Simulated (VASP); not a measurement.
# Zn (R-3m) in VASP: notebook

Zn is run at these levels: PBE; tasks: single point.

All numbers are computed with VASP 6.6.1; they aren't measurements. Logs are shortened: lines on timing, memory, paths and dates and some standing lists are left out, and cuts for length are marked.

### Step 1. The cell of the first run

Symmetry: R-3m, No. 166, trigonal system. Conventional cell: a = 3.054 Å, b = 3.054 Å, c = 5.030 Å, α = 90.00°, β = 90.00°, γ = 120.00°. Within 3.2 Å of Zn (site symmetry -3m) lie 12 Zn at 2.43 to 3.05 Å.

### Step 2. Single point, PBE (13.54 Å³/atom)

The input, INCAR:

```
PREC = Accurate
ENCUT = 520
EDIFF = 1E-6
ISMEAR = 0
SIGMA = 0.15
LREAL = F
LASPH = T
NELM = 100
ALGO = Fast
ISIF = 2
LWAVE = F
LCHARG = F
GGA = PE
NBANDS = 12
```

The input, KPOINTS:

```
regular mesh
0
Gamma
  22 22 22
```

The input, POSCAR:

```
Zn
1.0
   -0.4714549721      1.6878807781      1.6878807781
    1.6878807781     -0.4714549721      1.6878807781
    1.6878807781      1.6878807781     -0.4714549721
Zn
1
Direct
    0.0000000000      0.0000000000      0.0000000000
```

Potentials or basis: VASP PAW PBE potentials, release 64 (Zn).

Started as:

```
> cat potpaw_PBE.64/Zn/POTCAR > POTCAR
> mpirun -np 1 vasp_std > vasp.out
```

OUTCAR:

```text
PREC = Accurate
   ENCUT = 520
   EDIFF = 1E-6
   ISMEAR = 0
   LREAL = F
   LASPH = T
   NELM = 100
   ISIF = 2
   GGA = PE

 ion  position               nearest neighbor table
   1  0.000  0.000  0.000-

  LATTYP: Found a trigonal (rhomboedric) cell.
 ALAT       =     2.4331364189
 COS(alpha) =     0.2123968732

  Lattice vectors:

 A1 = (  -0.4714549721,   1.6878807781,   1.6878807781)
 A2 = (   1.6878807781,  -0.4714549721,   1.6878807781)
 A3 = (   1.6878807781,   1.6878807781,  -0.4714549721)

Analysis of symmetry for initial positions (statically):
=====================================================================
 Subroutine PRICEL returns:
 Original cell was already a primitive cell.

 Routine SETGRP: Setting up the symmetry group for a
 trigonal (rhombohedral) supercell.

 Subroutine GETGRP returns: Found 12 space group operations
 (whereof 12 operations were pure point group operations)
 out of a pool of 12 trial point group operations.

The static configuration has the point symmetry D_3d.

Analysis of symmetry for dynamics (positions and initial velocities):
=====================================================================
 Subroutine PRICEL returns:
 Original cell was already a primitive cell.

 Routine SETGRP: Setting up the symmetry group for a
 trigonal (rhombohedral) supercell.

 Subroutine GETGRP returns: Found 12 space group operations
 (whereof 12 operations were pure point group operations)
 out of a pool of 12 trial point group operations.

The dynamic configuration has the point symmetry D_3d.

 Subroutine INISYM returns: Found 12 space group operations
 (whereof 12 operations are pure point group operations),
 and found     1 'primitive' translations

----------------------------------------------------------------------------------------

                                     Primitive cell

  volume of cell :      13.5420

  direct lattice vectors                    reciprocal lattice vectors
    -0.471454972  1.687880778  1.687880778    -0.193964830  0.269140548  0.269140548
     1.687880778 -0.471454972  1.687880778     0.269140548 -0.193964830  0.269140548
     1.687880778  1.687880778 -0.471454972     0.269140548  0.269140548 -0.193964830

  length of vectors
     2.433136419  2.433136419  2.433136419     0.427195067  0.427195067  0.427195067

  position of ions in fractional coordinates (direct lattice)
     0.000000000  0.000000000  0.000000000

  ion indices of the primitive-cell ions
   primitive index   ion index
                 1           1

----------------------------------------------------------------------------------------

 KPOINTS: regular mesh

Automatic generation of k-mesh.
 Grid dimensions read from file:
 generate k-points for:   22   22   22

 Generating k-lattice:

  Cartesian coordinates                     Fractional coordinates (reciprocal lattice)
    -0.008816583  0.012233661  0.012233661     0.045454545  0.000000000  0.000000000
     0.012233661 -0.008816583  0.012233661     0.000000000  0.045454545  0.000000000
     0.012233661  0.012233661 -0.008816583     0.000000000  0.000000000  0.045454545

  Length of vectors
     0.019417958  0.019417958  0.019417958

  Shift w.r.t. Gamma in fractional coordinates (k-lattice)
     0.000000000  0.000000000  0.000000000

 Subroutine IBZKPT returns following result:
 ===========================================

 Found   1024 irreducible k-points:

 Following reciprocal coordinates:
            Coordinates               Weight
  0.000000  0.000000  0.000000      1.000000
  0.045455 -0.000000 -0.000000      6.000000
  0.090909 -0.000000 -0.000000      6.000000
  0.136364 -0.000000 -0.000000      6.000000
  0.181818 -0.000000 -0.000000      6.000000
  0.227273  0.000000  0.000000      6.000000
[... 16 lines left out ...]
  0.500000  0.045455 -0.000000     12.000000
 -0.454545  0.045455  0.000000     12.000000
 [... further k-points ...]
   k-points           NKPTS =   1024   k-points in BZ     NKDIM =   1024   number of bands    NBANDS=     12
   number of dos      NEDOS =    301   number of ions     NIONS =      1
   total plane-waves  NPLWV =   5832
   dimension x,y,z NGX =    18 NGY =   18 NGZ =   18
   dimension x,y,z NGXF=    36 NGYF=   36 NGZF=   36
   ions per type =               1
   NGX,Y,Z   is equivalent  to a cutoff of  12.30, 12.30, 12.30 a.u.
   NGXF,Y,Z  is equivalent  to a cutoff of  24.60, 24.60, 24.60 a.u.
 SYSTEM =  unknown system
   PREC   = accura    normal or accurate (medium, high low for compatibility)
   ISTART =      0    job   : 0-new  1-cont  2-samecut
   ICHARG =      2    charge: 1-file 2-atom 10-const
   ISPIN  =      1    spin polarized calculation?
   LNONCOLLINEAR =      F non collinear calculations
   LSORBIT =      F    spin-orbit coupling
   LASPH  =      T    aspherical Exc in radial PAW
   ENCUT  =  520.0 eV  38.22 Ry    6.18 a.u.   4.52  4.52  4.52*2*pi/ulx,y,z
   NELM   =    100;   NELMIN=  2; NELMDL= -5     # of ELM steps
   EDIFF  = 0.1E-05   stopping-criterion for ELM
   LREAL  =      F    real-space projection
   EDIFFG = 0.1E-04   stopping-criterion for IOM
   NSW    =      0    number of steps for IOM
   IBRION =     -1    ionic relax: 0-MD 1-quasi-New 2-CG
   NFREE  =      0    steps in history (QN), initial steepest desc. (CG)
   ISIF   =      2    stress and relaxation
   ISYM   =      2    0-nonsym 1-usesym 2-fastsym
   POTIM  = 0.5000    time-step for ionic-motion
   TEBEG  =    0.0;   TEEND  =   0.0 temperature during run
   PSTRESS=    0.0 pullay stress
   NELECT =      12.0000    total number of electrons
   NUPDOWN=      -1.0000    fix difference up-down
   EMIN   =  10.00;   EMAX   =-10.00  energy-range for DOS
   EFERMI =   0.00;   METHOD = LEGACY
   ISMEAR =     0;   SIGMA  =   0.15  broadening in eV -4-tet -1-fermi 0-gaus
   EFERMI_NEDOS =   21; number of points for ismear=-14 and -15
   IALGO  =     68    algorithm
   IMIX   =      4    mixing-type and parameters
     AMIX     =   0.40;   BMIX     =  1.00
     AMIX_MAG =   1.60;   BMIX_MAG =  1.00
  volume/ion in A,a.u.               =      13.54        91.39
  Fermi-wavevector in a.u.,A,eV,Ry     =   1.572441  2.971482 33.641359  2.472570
  Thomas-Fermi vector in A             =   2.673875
   LORBIT       =      0    0 simple, 1 ext, 2 COOP (PROOUT), +10 PAW based schemes
   GGA     = PE    functional components
   LHFCALC =     F    Hartree Fock is set to
   AEXX    =    0.0000 exact exchange contribution
   IVDW    =     0    specifies the selected vdW correction
   LEPSILON=     F    determine dielectric tensor
   LRPA    =     F    only Hartree local field effects (RPA)
 non-spin polarized calculation
 RMM-DIIS sequential band-by-band and
 Gauss-broadening in eV      SIGMA  =   0.15
  energy-cutoff  :      520.00
  volume of cell :       13.54
 maximum number of plane-waves:       385
   NGX =  9   NGY =  9   NGZ =  9

 number of electron      11.9999973 magnetization

 Free energy of the ion-electron system (eV)
  ---------------------------------------------------
  ext. energy  EPLUGINS =         0.00000000
  ---------------------------------------------------
  free energy    TOTEN  =        -0.73408943 eV

  energy without entropy =       -0.73083189  energy(sigma->0) =       -0.73246066

 E-fermi :   3.7605     XC(G=0): -12.1273

 val. band max:        3.7600653954   @ k =  -0.4545   0.2273   0.2273
 cond. band min:       3.7793469675   @ k =  -0.3182   0.4545   0.1364
 fundamental gap:      0.0192815721
 Fermi energy:         3.7604705444

 k-point     1 :       0.0000    0.0000    0.0000
  band No.  band energies     occupation
      1      -7.3849      2.00000
      2      -4.8939      2.00000
      3      -4.8939      2.00000
      4      -3.3953      2.00000
      5      -3.3929      2.00000
      6      -3.3929      2.00000
      7      19.5400      0.00000
      8      19.5400      0.00000
      9      19.7540      0.00000
     10      22.6834      0.00000
     11      22.6834      0.00000
     12      26.5070      0.00000

 k-point     2 :       0.0455   -0.0000   -0.0000
  band No.  band energies     occupation
      1      -7.3264      2.00000
      2      -4.8907      2.00000
      3      -4.8796      2.00000
      4      -3.4014      2.00000
      5      -3.4009      2.00000
      6      -3.3936      2.00000
      7      18.4669      0.00000
      8      19.5508      0.00000
      9      19.7196      0.00000
     10      22.7823      0.00000
     11      23.6099      0.00000
     12      26.8671      0.00000

 k-point     3 :       0.0909   -0.0000   -0.0000
  band No.  band energies     occupation
      1      -7.1529      2.00000
      2      -4.8815      2.00000
      3      -4.8363      2.00000
      4      -3.4257      2.00000
      5      -3.4181      2.00000
      6      -3.3939      2.00000
      7      16.5034      0.00000
      8      19.5880      0.00000
      9      19.8155      0.00000
     10      23.0733      0.00000
     11      24.7292      0.00000
     12      28.1436      0.00000
[... 286 lines left out ...]
 k-point    23 :       0.5000    0.0455   -0.0000
  band No.  band energies     occupation
      1      -5.0780      2.00000
      2      -4.7949      2.00000
      3      -3.7396      2.00000
      4      -3.5114      2.00000
      5      -3.3989      2.00000
      6      -0.1041      2.00000
      7       1.5144      2.00000
      8      20.7727      0.00000
      9      21.7093      0.00000
     10      25.2414      0.00000
     11      27.3040      0.00000
     12      30.1632      0.00000

 k-point    24 :      -0.4545    0.0455    0.0000
  band No.  band energies     occupation
      1      -5.0910      2.00000
      2      -4.7970      2.00000
      3      -3.7282      2.00000
      4      -3.5064      2.00000
      5      -3.4008      2.00000
      6      -0.6048      2.00000
      7       2.0873      2.00000
      8      20.1631      0.00000
      9      21.8427      0.00000
     10      25.3751      0.00000
     11      27.8263      0.00000
     12      30.7961      0.00000

 [... further k-points ...]

------------------------ aborting loop because EDIFF is reached ----------------------------------------

  FORCE on cell =-STRESS in cart. coord.  units (eV):
  Direction    XX          YY          ZZ          XY          YZ          ZX
  --------------------------------------------------------------------------------------
  -------------------------------------------------------------------------------------
  Total        2.0233764      2.0233764      2.0233764      0.5568726      0.5568726      0.5568726
  in kB      239.3891451    239.3891451    239.3891451     65.8845587     65.8845587     65.8845587
  external PRESSURE =     239.3891451 kB  Pullay stress =       0.0000000 kB

 VOLUME and BASIS-vectors are now :
 -----------------------------------------------------------------------------
  energy-cutoff  :      520.00
  volume of cell :       13.54
      direct lattice vectors                 reciprocal lattice vectors
    -0.471454972  1.687880778  1.687880778    -0.193964830  0.269140548  0.269140548
     1.687880778 -0.471454972  1.687880778     0.269140548 -0.193964830  0.269140548
     1.687880778  1.687880778 -0.471454972     0.269140548  0.269140548 -0.193964830

 POSITION                                       TOTAL-FORCE (eV/Angst)
 -----------------------------------------------------------------------------------
      0.00000      0.00000      0.00000        -0.000000     -0.000000     -0.000000
 -----------------------------------------------------------------------------------
    total drift:                                0.000000     -0.000000      0.000000

  FREE ENERGIE OF THE ION-ELECTRON SYSTEM (eV)
  ---------------------------------------------------
  free  energy   TOTEN  =        -0.7340894304 eV

  energy  without entropy=       -0.7308318859  energy(sigma->0) =       -0.73246066
```

Run time: 2.8 min. Hardware: 1 thread of Intel Xeon 8259CL, shared host; peak memory 0.26 GiB.

Results:

- Free energy: -0.7341 eV
- Pressure: 23.9 GPa
- Band gap on the k mesh: zero (bands 6 and 7 overlap by 5.08 eV)

Stress tensor (GPa, compression positive):
```
23.94  6.59  6.59
 6.59 23.94  6.59
 6.59  6.59 23.94
```

Caveat: the cell stands under pressure.

### Step 3. Single point, PBE (13.54 Å³/atom)

The input, INCAR:

```
PREC = Accurate
ENCUT = 520
EDIFF = 1E-7
ISMEAR = 0
SIGMA = 0.15
LREAL = F
LASPH = T
NELM = 80
ALGO = Fast
ISIF = 2
LWAVE = F
LCHARG = F
GGA = PE
NBANDS = 12
```

KPOINTS is that of step 2.

The input, POSCAR:

```
Zn
1.0
    0.2590086323      2.0298060271      2.0298060271
    2.0298060271      0.2590086323      2.0298060271
    2.0298060271      2.0298060271      0.2590086323
Zn
1
Direct
    0.0000000000      0.0000000000      0.0000000000
```

Potentials or basis: VASP PAW PBE potentials, release 64 (Zn).

Started as:

```
> cat potpaw_PBE.64/Zn/POTCAR > POTCAR
> mpirun -np 1 vasp_std > vasp.out
```

Run time: 3.7 min. Hardware: 1 thread of Intel Xeon 8259CL, shared host; peak memory 0.28 GiB.

It converged, with:

```yaml
Free_energy: -1.0074 eV
Pressure: 14.4 GPa
Band_gap_on_the_k_mesh: zero (bands 6 and 7 overlap by 5.60 eV)
```

Stress tensor (GPa, compression positive):
```
14.40 -2.67 -2.67
-2.67 14.40 -2.67
-2.67 -2.67 14.40
```

Levels at points of the mesh, in eV from the Fermi level:
```tsv
k point	band 2	band 3	band 4	band 5	band 6	band 7	band 8	band 9	band 10	band 11
(0.00, 0.00, 0.00)	-8.36	-7.95	-7.95	-7.39	-7.39	12.35	16.57	22.54	23.39	23.39
(0.50, 0.00, 0.00)	-8.29	-7.68	-7.36	-6.93	-2.83	-0.04	13.02	17.08	17.33	19.51
(0.50, 0.50, 0.00)	-8.72	-7.29	-7.14	-6.92	-1.17	2.45	6.86	11.36	12.13	16.89
(0.50, 0.50, 0.50)	-7.99	-7.99	-7.21	-7.21	-4.47	-3.66	20.99	20.99	21.17	23.78
```

Caveat: the cell stands under pressure.
